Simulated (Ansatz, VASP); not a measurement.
## Li2S: VASP beside Ansatz

```
CELL_PARAMETERS angstrom
0.00000 2.85400 2.85400
2.85400 0.00000 2.85400
2.85400 2.85400 0.00000
ATOMIC_POSITIONS crystal
Li 0.25000 0.25000 0.25000
Li 0.75000 0.75000 0.75000
S 0.00000 0.00000 0.00000
```

Alike in both runs: task electric field gradients; functional LDA; k mesh 7 × 7 × 7; occupations fermi-dirac, width 0.02 eV; no spin polarisation.

```csv
,VASP,Ansatz
version,VASP 6.6.1,Ansatz 0.2.0
potentials or method,"VASP PAW LDA potentials, release 64 (Li_sv, S), cutoff 650 eV","all-electron PAW with datasets made for the crystal, scalar-relativistic"
```

VASP gave:

* gap on the k mesh at the Fermi level (eV): 3.32
* pressure (GPa): -3.1

Which values does Ansatz return?

gap on the k mesh at the Fermi level (eV): 3.32; pressure (GPa): -3.0.

LDA's correlation is that of Perdew and Zunger in VASP and of Perdew and Wang (1992) in Ansatz. Ansatz ran all-electron here, and VASP with PAW potentials.
